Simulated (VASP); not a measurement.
Crystal: Li4F.

```
CELL_PARAMETERS angstrom
-2.43550 2.43550 2.43550
2.43550 -2.43550 2.43550
2.43550 2.43550 -2.43550
ATOMIC_POSITIONS crystal
Li 0.00000 0.00000 0.50000
Li 0.00000 0.50000 0.00000
Li 0.50000 0.00000 0.00000
Li 0.50000 0.50000 0.50000
F 0.00000 0.00000 0.00000
```

```yaml
Program: VASP 6.6.1
Task: relaxation of cell and atoms
Functional: PBE
Potentials_or_basis: VASP PAW PBE potentials, release 64 (Li_sv, F)
Cutoff: 600 eV
k_mesh: 6 × 6 × 6
Occupations: gaussian, width 0.1 eV
Spin: no spin polarisation
```

At the start: pressure 7.4 GPa; volume 11.56 Å³/atom.

Task: Where does the relaxation end?

Result: Over 4 steps the energy falls by 60.2 meV/atom and the volume is 14.55 Å³/atom (+25.9 %); space group Im-3m (No. 229, to 0.05 Å).

The path:
| step | energy change (eV) | largest force (eV/Å) | pressure (GPa) | volume (Å³) |
| --- | --- | --- | --- | --- |
| 1 | 0.0000 | 0.0000 | 7.42 | 57.79 |
| 2 | -0.1681 | 0.0000 | 4.46 | 62.38 |
| 3 | -0.2988 | 0.0000 | 0.46 | 71.49 |
| 4 | -0.3008 | 0.0000 | 0.03 | 72.76 |

Final structure:
```
Li F
1.0
    -2.62996    2.62996    2.62996
     2.62996   -2.62996    2.62996
     2.62996    2.62996   -2.62996
Li F
4 1
Direct
  0.00000 0.00000 0.50000
  0.00000 0.50000 0.00000
  0.50000 0.00000 0.00000
  0.50000 0.50000 0.50000
  0.00000 0.00000 0.00000
```

Caveat: the cutoff is under 1.25 times the usual one of these potentials, so pressure, stress and relaxed cells hold a basis-set (Pulay) error; the volume moved by over 15 % at a fixed basis, so the end points are rough; an odd number of electrons without spin polarisation forces a metal; a magnetic or distorted state may lie lower.
